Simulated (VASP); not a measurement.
Runs of VASP 6.6.1 on TaRu. The structure is that of space group Pm-3m (No. 221), or close to it. The cells are those of the table. 

| task | potentials or basis | cell | second run | gap on the mesh (eV) | pressure (GPa) |
| --- | --- | --- | --- | --- | --- |
| single point | VASP PAW LDA potentials, release 64 (Ta_pv, Ru_pv) | a = 3.166 Å, 2 atoms | - | none | -11.0 |
| electric field gradients | VASP PAW LDA potentials, release 64 (Ta_sv_GW, Ru_sv) | a = 3.122 Å, 2 atoms | valence_matched | none | (a) |
| single point | VASP PAW LDA potentials, release 64 (Ta_pv, Ru_pv) | a = 3.122 Å, 2 atoms | - | none | (b) |
| electric field gradients | VASP PAW LDA potentials, release 64 (Ta_pv, Ru_pv) | a = 3.187 Å, 2 atoms | - | none | -15.5 |
| single point | VASP PAW LDA potentials, release 64 (Ta_pv, Ru_pv) | a = 3.144 Å, 2 atoms | - | none | -5.8 |
| electric field gradients | VASP PAW LDA potentials, release 64 (Ta_pv, Ru_pv) | a = 3.187, b = 3.187, c = 3.155 Å, 2 atoms | - | none | -13.3 |
| single point | VASP PAW LDA potentials, release 64 (Ta_pv, Ru_pv) | a = 3.187 Å, 2 atoms | - | none | -15.5 |

Alike in all rows: level LDA; no spin polarisation; k mesh 13 × 13 × 13; cutoff (eV) 520; smearing fermi-dirac 0.03 eV.

Fill in the values left out.

(a) -1.1; (b) -0.1.

Caveats: spin-orbit coupling is left out, which moves the levels of the heavy elements.

A k mesh can miss the band edges, and the runs leave out spin-orbit coupling on Ru, Ta.

A gap of «none» marks levels without a gap at the run's occupations.

The runs don't all hold the same shells in valence.
